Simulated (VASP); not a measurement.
Be3Ga, 4 atoms in the cell. Symmetry: P4/mmm, No. 123, tetragonal system. Conventional cell: a = 3.390 Å, b = 3.390 Å, c = 3.355 Å, α = 90.00°, β = 90.00°, γ = 90.00°. Be (site symmetry mmm) has 8 Be at 2.38 to 2.40 Å and 4 Ga at 2.38 Å within 3.2 Å. Be (site symmetry 4/mmm) has 8 Be at 2.38 Å and 4 Ga at 2.40 Å within 3.2 Å. Ga (site symmetry 4/mmm) has 12 Be at 2.38 to 2.40 Å within 3.2 Å. 

| Property | Result |
| --- | --- |
| Program | VASP 6.6.1 |
| Task | relaxation of cell and atoms |
| Functional | PBE |
| Potentials or basis | VASP PAW PBE potentials, release 64 (Be, Ga_d) |
| Cutoff | 600 eV |
| k mesh | 6 × 6 × 6 |
| Occupations | gaussian, width 0.1 eV |
| Spin | no spin polarisation |
| Dipole correction | no |
| Further INCAR settings | ALGO = Fast; EDIFF = 1e-06; IBRION = 2; EDIFFG = -0.04; NSW = 90; ISIF = 3 |

Potentials or basis: VASP PAW PBE potentials, release 64 (Be, Ga_d).

Run with:

```console
$ cat potpaw_PBE.64/Be/POTCAR potpaw_PBE.64/Ga_d/POTCAR > POTCAR
$ mpirun -np 1 vasp_std > vasp.out
```

Hardware: 1 thread of Intel(R) Xeon(R) 6975P-C (Granite Rapids), with other jobs on the host.

Q: How long does it take, and how much memory?

A: Wall time 36 s on 1 thread of Intel(R) Xeon(R) 6975P-C (Granite Rapids) (shared host), peak memory 0.17 GiB. Counts: scf iterations 40, k points 40, ion steps 5.
